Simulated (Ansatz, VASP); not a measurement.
One calculation of HfN, two programs

File INCAR:

```
PREC     = Accurate       # precision mode
ENCUT    = 520            # plane-wave cutoff, eV
EDIFF    = 1E-7           # SCF threshold, eV
ISMEAR   = -1             # smearing method
SIGMA    = 0.05           # smearing width, eV
LREAL    = F              # projectors in reciprocal space
LASPH    = T              # aspherical terms in the spheres
NELM     = 100            # most SCF steps
ALGO     = Normal         # electronic algorithm
ISIF     = 2              # what is computed and relaxed
LWAVE    = F              # write WAVECAR
LCHARG   = T              # write CHGCAR
GGA      = PE             # functional
LELF     = T              # ELF
LVHAR    = T            
NBANDS   = 14             # bands
```

File KPOINTS:

```
regular mesh
0
Gamma
  14 14 14
```

POSCAR

```
HfN
1.0
    2.8251189566      0.0000000000      0.0000000000
    0.0000000000      2.8251189566      0.0000000000
    0.0000000000      0.0000000000      2.8251189566
Hf N
1 1
Direct
    0.0000000000      0.0000000000      0.0000000000
    0.5000000000      0.5000000000      0.5000000000
```

Input for Ansatz:

```yaml
crystal:
  lattice:
    - [2.8251189566, 0.0, 0.0]
    - [0.0, 2.8251189566, 0.0]
    - [0.0, 0.0, 2.8251189566]
  atoms:
    - { symbol: Hf, position: [0.0, 0.0, 0.0] }
    - { symbol: "N", position: [0.5, 0.5, 0.5] }
kpoints:
  mp_grid: { grid: [14, 14, 14] }
scf:
  occupations: { method: fermi_dirac, width: 0.05 }
hamiltonian:
  xc: pbe
  pseudopotentials: { kind: nc }
output:
  forces: true
  stress: true
  eigenvalues: true
```

Change from the starting cell: volume scaled by 1, norm-conserving files.

Alike in both runs: task single point; functional PBE; k mesh 14 × 14 × 14; occupations fermi-dirac, width 0.05 eV; no spin polarisation.

```csv
,VASP,Ansatz
version,VASP 6.6.1,Ansatz 0.2.0
potentials or method,"VASP PAW PBE potentials, release 64 (Hf_pv, N)","norm-conserving pseudopotentials, scalar-relativistic"
plane-wave cutoff (eV),520,1240
valence electrons in the cell,15,31
```

```csv
,VASP,Ansatz,Ansatz less VASP
pressure (GPa),-2.6,0.2,+2.80
```

VASP's potentials hold 15 valence electrons a cell and Ansatz's 31, so a difference there can come from the potentials and not from the codes.

Spin-orbit coupling is off throughout.
